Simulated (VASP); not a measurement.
Set up this calculation in VASP 6.6.1, as the native input.

```yaml
Task: single point
Functional: PBE
Potentials_or_basis: VASP PAW PBE potentials, release 64 (Ca_sv, F, Li_sv)
Cutoff: 520 eV
k_mesh: 6 × 6 × 6
Occupations: gaussian, width 0.05 eV
Spin: no spin polarisation
Dipole_correction: no
Further_INCAR_settings: ALGO = Normal; EDIFF = 1e-06; NBANDS = 25
```

The structure of LiCaF3 lies in POSCAR:

```
LiCaF3
1.0
    3.7612440000      0.0000000000      0.0000000000
    0.0000000000      3.7612440000      0.0000000000
    0.0000000000      0.0000000000      3.7612440000
Ca F Li
1 3 1
Direct
    0.0000000000      0.0000000000      0.0000000000
    0.5000000000      0.0000000000      0.5000000000
    0.5000000000      0.5000000000      0.0000000000
    0.0000000000      0.5000000000      0.5000000000
    0.5000000000      0.5000000000      0.5000000000
```

The input as run:

INCAR

```
PREC = Accurate
ENCUT = 520
EDIFF = 1E-6
ISMEAR = 0
SIGMA = 0.05
LREAL = F
LASPH = T
NELM = 80
ALGO = Normal
ISIF = 2
LWAVE = F
LCHARG = F
GGA = PE
NBANDS = 25
```

KPOINTS

```
Automatic mesh
0
Gamma
  6 6 6
```

Potentials or basis: VASP PAW PBE potentials, release 64 (Ca_sv, F, Li_sv).

Launch:

```console
$ cat potpaw_PBE.64/Ca_sv/POTCAR potpaw_PBE.64/F/POTCAR potpaw_PBE.64/Li_sv/POTCAR > POTCAR
$ mpirun -np 1 vasp_std > vasp.out
```

Results of the run:

| Property | Result |
| --- | --- |
| Band gap on the k mesh | 6.48 eV, indirect (least direct gap 6.59 eV) |

Run time: 9.4 s on 1 thread of Intel(R) Xeon(R) 6975P-C (Granite Rapids), with other jobs on the host, peak memory 0.16 GiB.
